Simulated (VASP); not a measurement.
# CdF2 (Fm-3m) in VASP: a series of runs

Aim: see how the results for CdF2 move with the level of theory and the settings. Levels: PBE-based screened hybrid with 35 % exact exchange, HSE06. Tasks: single point.

All numbers are computed with VASP 6.6.1; they aren't measurements. Logs are shortened: lines on timing, memory, paths and dates and some standing lists are left out, and cuts for length are marked.

**1. The cell of the first run**

Symmetry: Fm-3m, No. 225, cubic system. The conventional cell has a = 5.388 Å, b = 5.388 Å, c = 5.388 Å, α = 90.00°, β = 90.00°, γ = 90.00°. Cd (site symmetry m-3m) has 8 F at 2.33 Å within 3.1 Å. Within 3.1 Å of F (site symmetry -43m) lie 4 Cd at 2.33 Å and 6 F at 2.69 Å.

**2. Single point, PBE-based screened hybrid with 35 % exact exchange**

POSCAR reads:

```
CdF2
1.0
    0.0000000000      2.6941776810      2.6941776810
    2.6941776810      0.0000000000      2.6941776810
    2.6941776810      2.6941776810      0.0000000000
Cd F
1 2
Direct
    0.0000000000      0.0000000000      0.0000000000
    0.2500000000      0.2500000000      0.2500000000
    0.7500000000      0.7500000000      0.7500000000
```

INCAR.step1 reads:

```
SYSTEM = CdF2
PREC     = Accurate       ! precision mode
ENCUT    = 520            ! plane-wave cutoff, eV
EDIFF    = 1E-5           ! SCF threshold, eV
ISMEAR   = 0              ! smearing method
SIGMA    = 0.01           ! smearing width, eV
LREAL    = .False.        ! projectors in reciprocal space
LASPH    = .True.         ! aspherical terms in the spheres
NELM     = 120            ! most SCF steps
ALGO     = Normal         ! electronic algorithm
ISIF     = 2              ! what is computed and relaxed
LWAVE    = .True.         ! write WAVECAR
GGA      = PE             ! functional
NBANDS   = 24             ! bands
GGA_COMPAT= .False.
```

INCAR.step2 reads:

```
SYSTEM = CdF2
PREC     = Accurate       ! precision mode
ENCUT    = 520            ! plane-wave cutoff, eV
EDIFF    = 1E-6           ! SCF threshold, eV
ISMEAR   = 0              ! smearing method
SIGMA    = 0.01           ! smearing width, eV
LREAL    = .False.        ! projectors in reciprocal space
LASPH    = .True.         ! aspherical terms in the spheres
NELM     = 120            ! most SCF steps
ALGO     = Normal         ! electronic algorithm
ISIF     = 2              ! what is computed and relaxed
LWAVE    = .False.        ! write WAVECAR
LCHARG   = .True.         ! write CHGCAR
GGA      = PE             ! functional
LHFCALC  = .True.         ! exact exchange
AEXX     = 0.35           ! exact-exchange fraction
HFSCREEN = 0.5            ! screening, 1/A
PRECFOCK = Normal       
LELF     = .True.         ! ELF
LVHAR    = .True.       
ISTART   = 1            
NBANDS   = 24             ! bands
GGA_COMPAT= .False.
```

KPOINTS reads:

```
Automatic mesh
0
Gamma
  4 4 4
  0 0 0
```

Potentials or basis: VASP PAW PBE potentials, release 64 (Cd_sv_GW, F).

On the command line:

```sh
cat potpaw_PBE.64/Cd_sv_GW/POTCAR potpaw_PBE.64/F/POTCAR > POTCAR
cp INCAR.step1 INCAR
mpirun -np 1 vasp_std > vasp.out
cp INCAR.step2 INCAR
mpirun -np 1 vasp_std > vasp.out
```

OUTCAR:

```text
SYSTEM = CdF2
   PREC = Accurate
   ENCUT = 520
   EDIFF = 1E-6
   ISMEAR = 0
   LREAL = .False.
   LASPH = .True.
   NELM = 120
   ISIF = 2
   GGA = PE
   LHFCALC = .True.
   AEXX = 0.35
   HFSCREEN = 0.5
   PRECFOCK = Normal
   ISTART = 1

 ion  position               nearest neighbor table
   1  0.000  0.000  0.000-
   2  0.250  0.250  0.250-
   3  0.750  0.750  0.750-

  LATTYP: Found a face centered cubic cell.
 ALAT       =     5.3883553620

  Lattice vectors:

 A1 = (   0.0000000000,   2.6941776810,   2.6941776810)
 A2 = (   2.6941776810,   0.0000000000,   2.6941776810)
 A3 = (   2.6941776810,   2.6941776810,   0.0000000000)

Analysis of symmetry for initial positions (statically):
=====================================================================
 Subroutine PRICEL returns:
 Original cell was already a primitive cell.

 Routine SETGRP: Setting up the symmetry group for a
 face centered cubic supercell.

 Subroutine GETGRP returns: Found 48 space group operations
 (whereof 48 operations were pure point group operations)
 out of a pool of 48 trial point group operations.

The static configuration has the point symmetry O_h .

Analysis of symmetry for dynamics (positions and initial velocities):
=====================================================================
 Subroutine PRICEL returns:
 Original cell was already a primitive cell.

 Routine SETGRP: Setting up the symmetry group for a
 face centered cubic supercell.

 Subroutine GETGRP returns: Found 48 space group operations
 (whereof 48 operations were pure point group operations)
 out of a pool of 48 trial point group operations.

The dynamic configuration has the point symmetry O_h .

 Subroutine INISYM returns: Found 48 space group operations
 (whereof 48 operations are pure point group operations),
 and found     1 'primitive' translations

----------------------------------------------------------------------------------------

                                     Primitive cell

  volume of cell :      39.1119

  direct lattice vectors                    reciprocal lattice vectors
     0.000000000  2.694177681  2.694177681    -0.185585384  0.185585384  0.185585384
     2.694177681  0.000000000  2.694177681     0.185585384 -0.185585384  0.185585384
     2.694177681  2.694177681  0.000000000     0.185585384  0.185585384 -0.185585384

  length of vectors
     3.810142616  3.810142616  3.810142616     0.321443315  0.321443315  0.321443315

  position of ions in fractional coordinates (direct lattice)
     0.000000000  0.000000000  0.000000000
     0.250000000  0.250000000  0.250000000
     0.750000000  0.750000000  0.750000000

  ion indices of the primitive-cell ions
   primitive index   ion index
                 1           1
                 2           2
                 3           3

----------------------------------------------------------------------------------------

 KPOINTS: Automatic mesh

Automatic generation of k-mesh.
 Grid dimensions read from file:
 generate k-points for:    4    4    4

 Generating k-lattice:

  Cartesian coordinates                     Fractional coordinates (reciprocal lattice)
    -0.046396346  0.046396346  0.046396346     0.250000000  0.000000000  0.000000000
     0.046396346 -0.046396346  0.046396346     0.000000000  0.250000000  0.000000000
     0.046396346  0.046396346 -0.046396346     0.000000000  0.000000000  0.250000000

  Length of vectors
     0.080360829  0.080360829  0.080360829

  Shift w.r.t. Gamma in fractional coordinates (k-lattice)
     0.000000000  0.000000000  0.000000000

 Subroutine IBZKPT returns following result:
 ===========================================

 Found      8 irreducible k-points:

 Following reciprocal coordinates:
            Coordinates               Weight
  0.000000  0.000000  0.000000      1.000000
  0.250000  0.000000  0.000000      8.000000
  0.500000  0.000000  0.000000      4.000000
  0.250000  0.250000  0.000000      6.000000
  0.500000  0.250000  0.000000     24.000000
 -0.250000  0.250000  0.000000     12.000000
  0.500000  0.500000  0.000000      3.000000
 -0.250000  0.500000  0.250000      6.000000
   k-points           NKPTS =      8   k-points in BZ     NKDIM =     64   number of bands    NBANDS=     24
   number of dos      NEDOS =    301   number of ions     NIONS =      3
   total plane-waves  NPLWV =  21952
   dimension x,y,z NGX =    28 NGY =   28 NGZ =   28
   dimension x,y,z NGXF=    56 NGYF=   56 NGZF=   56
   ions per type =               1   2
   NGX,Y,Z   is equivalent  to a cutoff of  12.22, 12.22, 12.22 a.u.
   NGXF,Y,Z  is equivalent  to a cutoff of  24.43, 24.43, 24.43 a.u.
 SYSTEM =  CdF2
   PREC   = accura    normal or accurate (medium, high low for compatibility)
   ISTART =      1    job   : 0-new  1-cont  2-samecut
   ICHARG =      0    charge: 1-file 2-atom 10-const
   ISPIN  =      1    spin polarized calculation?
   LNONCOLLINEAR =      F non collinear calculations
   LSORBIT =      F    spin-orbit coupling
   LASPH  =      T    aspherical Exc in radial PAW
   ENCUT  =  520.0 eV  38.22 Ry    6.18 a.u.   7.08  7.08  7.08*2*pi/ulx,y,z
   NELM   =    120;   NELMIN=  2; NELMDL=  0     # of ELM steps
   EDIFF  = 0.1E-05   stopping-criterion for ELM
   LREAL  =      F    real-space projection
   EDIFFG = 0.1E-04   stopping-criterion for IOM
   NSW    =      0    number of steps for IOM
   IBRION =     -1    ionic relax: 0-MD 1-quasi-New 2-CG
   NFREE  =      0    steps in history (QN), initial steepest desc. (CG)
   ISIF   =      2    stress and relaxation
   ISYM   =      3    0-nonsym 1-usesym 2-fastsym
   POTIM  = 0.5000    time-step for ionic-motion
   TEBEG  =    0.0;   TEEND  =   0.0 temperature during run
   PSTRESS=    0.0 pullay stress
   NELECT =      34.0000    total number of electrons
   NUPDOWN=      -1.0000    fix difference up-down
   EMIN   =  10.00;   EMAX   =-10.00  energy-range for DOS
   EFERMI =   0.00;   METHOD = LEGACY
   ISMEAR =     0;   SIGMA  =   0.01  broadening in eV -4-tet -1-fermi 0-gaus
   EFERMI_NEDOS =   21; number of points for ismear=-14 and -15
   IALGO  =     38    algorithm
   IMIX   =      1    mixing-type and parameters
     AMIX     =   0.40;   BMIX     =  1.00
     AMIX_MAG =   1.60;   BMIX_MAG =  1.00
  volume/ion in A,a.u.               =      13.04        87.98
  Fermi-wavevector in a.u.,A,eV,Ry     =   1.562422  2.952549 33.214016  2.441161
  Thomas-Fermi vector in A             =   2.665342
   LORBIT       =      0    0 simple, 1 ext, 2 COOP (PROOUT), +10 PAW based schemes
   GGA     = PE    functional components
   LHFCALC =     T    Hartree Fock is set to
   PRECFOCK=normal    Normal, Fast or Accurate (Low or Medium for compatibility)
   ENCUT4O =  -1.0   cutoff for four orbital integrals eV
   NKREDX  =     1    reduce k-point grid by
   NKREDY  =     1    reduce k-point grid by
   NKREDZ  =     1    reduce k-point grid by
   AEXX    =    0.3500 exact exchange contribution
   HFSCREEN=    0.5000 screening length (either q_TF or 0.3 A-1)
   HFSCREENC=   0.5000 screening length for correlation (either q_TF or 0.3 A-1)
   ENCUTFOCK=  -1.0 apply spherical cutoff to Coloumb kernel
   IVDW    =     0    specifies the selected vdW correction
   LEPSILON=     F    determine dielectric tensor
   LRPA    =     F    only Hartree local field effects (RPA)
 non-spin polarized calculation
 Gauss-broadening in eV      SIGMA  =   0.01
  energy-cutoff  :      520.00
  volume of cell :       39.11
 maximum number of plane-waves:      1067
  NGX = 24; NGY = 24; NGZ = 24

 number of electron      33.9999970 magnetization

 Free energy of the ion-electron system (eV)
  ---------------------------------------------------
  ext. energy  EPLUGINS =         0.00000000
  ---------------------------------------------------
  free energy    TOTEN  =       -14.57627717 eV

  energy without entropy =      -14.57627717  energy(sigma->0) =      -14.57627717

 E-fermi :  -0.6148     XC(G=0):  -8.4292

 val. band max:       -0.8996284764   @ k =  -0.2500   0.5000   0.2500
 cond. band min:       4.1169646754   @ k =   0.0000   0.0000   0.0000
 fundamental gap:      5.0165931517
 Fermi energy:        -0.6148313025

 k-point     1 :       0.0000    0.0000    0.0000
  band No.  band energies     occupation
      1    -105.0337      2.00000
      2     -64.3005      2.00000
      3     -64.3005      2.00000
      4     -64.3005      2.00000
      5     -23.8186      2.00000
      6     -22.7004      2.00000
[... 16 lines left out ...]
     23      21.0695      0.00000
     24      21.0695      0.00000

 k-point     2 :       0.2500    0.0000    0.0000
  band No.  band energies     occupation
      1    -105.0335      2.00000
      2     -64.3020      2.00000
      3     -64.3003      2.00000
      4     -64.3003      2.00000
      5     -23.6322      2.00000
      6     -22.8666      2.00000
[... 16 lines left out ...]
     23      20.0133      0.00000
     24      20.8712      0.00000

 k-point     3 :       0.5000    0.0000    0.0000
  band No.  band energies     occupation
      1    -105.0335      2.00000
      2     -64.3040      2.00000
      3     -64.3005      2.00000
      4     -64.3005      2.00000
      5     -23.2741      2.00000
      6     -23.1996      2.00000
[... 16 lines left out ...]
     23      19.3397      0.00000
     24      19.8661      0.00000

 k-point     4 :       0.2500    0.2500    0.0000
  band No.  band energies     occupation
      1    -105.0336      2.00000
      2     -64.3024      2.00000
      3     -64.3008      2.00000
      4     -64.3008      2.00000
      5     -23.5903      2.00000
      6     -22.8943      2.00000
[... 16 lines left out ...]
     23      21.4822      0.00000
     24      22.7233      0.00000

 k-point     5 :       0.5000    0.2500    0.0000
  band No.  band energies     occupation
      1    -105.0335      2.00000
      2     -64.3032      2.00000
      3     -64.3014      2.00000
      4     -64.3008      2.00000
      5     -23.3350      2.00000
      6     -23.1147      2.00000
[... 16 lines left out ...]
     23      21.0305      0.00000
     24      22.5379      0.00000

 k-point     6 :      -0.2500    0.2500    0.0000
  band No.  band energies     occupation
      1    -105.0335      2.00000
      2     -64.3025      2.00000
      3     -64.3014      2.00000
      4     -64.3006      2.00000
      5     -23.4073      2.00000
      6     -23.0586      2.00000
[... 16 lines left out ...]
     23      19.2628      0.00000
     24      23.4686      0.00000

 k-point     7 :       0.5000    0.5000    0.0000
  band No.  band energies     occupation
      1    -105.0333      2.00000
      2     -64.3029      2.00000
      3     -64.3008      2.00000
      4     -64.3008      2.00000
      5     -23.3475      2.00000
      6     -23.0787      2.00000
[... 16 lines left out ...]
     23      20.7238      0.00000
     24      22.1074      0.00000

 k-point     8 :      -0.2500    0.5000    0.2500
  band No.  band energies     occupation
      1    -105.0334      2.00000
      2     -64.3022      2.00000
      3     -64.3022      2.00000
      4     -64.3013      2.00000
      5     -23.2158      2.00000
      6     -23.2158      2.00000
[... 16 lines left out ...]
     23      20.3869      0.00000
     24      22.3508      0.00000

------------------------ aborting loop because EDIFF is reached ----------------------------------------

  FORCE on cell =-STRESS in cart. coord.  units (eV):
  Direction    XX          YY          ZZ          XY          YZ          ZX
  --------------------------------------------------------------------------------------
  -------------------------------------------------------------------------------------
  Total       -0.1526338     -0.1526338     -0.1526338      0.0000000     -0.0000000      0.0000000
  in kB       -6.2524861     -6.2524861     -6.2524861      0.0000000     -0.0000000      0.0000000
  external PRESSURE =      -6.2524861 kB  Pullay stress =       0.0000000 kB

 VOLUME and BASIS-vectors are now :
 -----------------------------------------------------------------------------
  energy-cutoff  :      520.00
  volume of cell :       39.11
      direct lattice vectors                 reciprocal lattice vectors
     0.000000000  2.694177681  2.694177681    -0.185585384  0.185585384  0.185585384
     2.694177681  0.000000000  2.694177681     0.185585384 -0.185585384  0.185585384
     2.694177681  2.694177681  0.000000000     0.185585384  0.185585384 -0.185585384

 POSITION                                       TOTAL-FORCE (eV/Angst)
 -----------------------------------------------------------------------------------
      0.00000      0.00000      0.00000         0.000000      0.000000      0.000000
      1.34709      1.34709      1.34709        -0.000000     -0.000000     -0.000000
      4.04127      4.04127      4.04127         0.000000      0.000000      0.000000
 -----------------------------------------------------------------------------------
    total drift:                                0.000007      0.000007      0.000008

  FREE ENERGIE OF THE ION-ELECTRON SYSTEM (eV)
  ---------------------------------------------------
  free  energy   TOTEN  =       -14.5762771728 eV

  energy  without entropy=      -14.5762771728  energy(sigma->0) =      -14.57627717
```

Run time: 14 min. Hardware: 1 thread of Intel Xeon Platinum 8559C (Emerald Rapids), shared host; peak memory 0.27 GiB.

Results:

```
Free energy            : -14.5763 eV
Pressure               : -0.6 GPa
Band gap on the k mesh : 5.02 eV (least direct gap 5.62 eV)
```

Caveat: the k points lie up to 0.50 Å⁻¹ apart; the PAW data sets were made with another functional, which shifts forces and pressure a little.

**3. Single point, HSE06**

POSCAR is that of step 2.

INCAR.step1 reads:

```
SYSTEM = CdF2
ALGO = Normal
EDIFF = 1E-5
ENCUT = 520
GGA = PE
GGA_COMPAT = .FALSE.
ISIF = 2
ISMEAR = 0
LASPH = .TRUE.
LCHARG = .FALSE.
LREAL = .FALSE.
LWAVE = .TRUE.
NBANDS = 24
NELM = 120
PREC = Accurate
SIGMA = 0.01
```

INCAR.step2 reads:

```
SYSTEM = CdF2
ALGO = Normal
EDIFF = 1E-6
ENCUT = 520
GGA = PE
GGA_COMPAT = .FALSE.
HFSCREEN = 0.2079
ISIF = 2
ISMEAR = 0
ISTART = 1
LASPH = .TRUE.
LCHARG = .FALSE.
LHFCALC = .TRUE.
LREAL = .FALSE.
LWAVE = .FALSE.
NBANDS = 24
NELM = 120
PREC = Accurate
PRECFOCK = Normal
SIGMA = 0.01
```

KPOINTS reads:

```
k-points
0
G
  4 4 4
  0 0 0
```

Potentials or basis: VASP PAW PBE potentials, release 64 (Cd_sv_GW, F).

On the command line:

```sh
cat potpaw_PBE.64/Cd_sv_GW/POTCAR potpaw_PBE.64/F/POTCAR > POTCAR
cp INCAR.step1 INCAR
mpirun -np 1 vasp_std > vasp.out
cp INCAR.step2 INCAR
mpirun -np 1 vasp_std > vasp.out
```

It took 34 min on 1 thread of AMD EPYC 7R43 (Zen 3), shared host; peak memory 0.23 GiB.

Results (log left out):

```
Free energy            : -14.4815 eV
Pressure               : 0.1 GPa
Band gap on the k mesh : 5.19 eV (least direct gap 5.78 eV)
```

Levels at points of the mesh, in eV from the valence-band top:
| k point | band 14 | band 15 | band 16 | band 17 | band 18 | band 19 | band 20 | band 21 |
| --- | --- | --- | --- | --- | --- | --- | --- | --- |
| (0.00, 0.00, 0.00) | -1.02 | -0.59 | -0.59 | -0.59 | 5.19 | 14.97 | 14.97 | 14.97 |
| (0.50, 0.00, 0.00) | -1.93 | -1.93 | -0.46 | -0.46 | 9.52 | 11.23 | 17.01 | 17.01 |
| (0.50, 0.50, 0.00) | -3.11 | -0.54 | -0.09 | -0.09 | 10.45 | 11.90 | 13.89 | 16.80 |

Caveat: the k points lie up to 0.50 Å⁻¹ apart; the PAW data sets were made with another functional, which shifts forces and pressure a little.
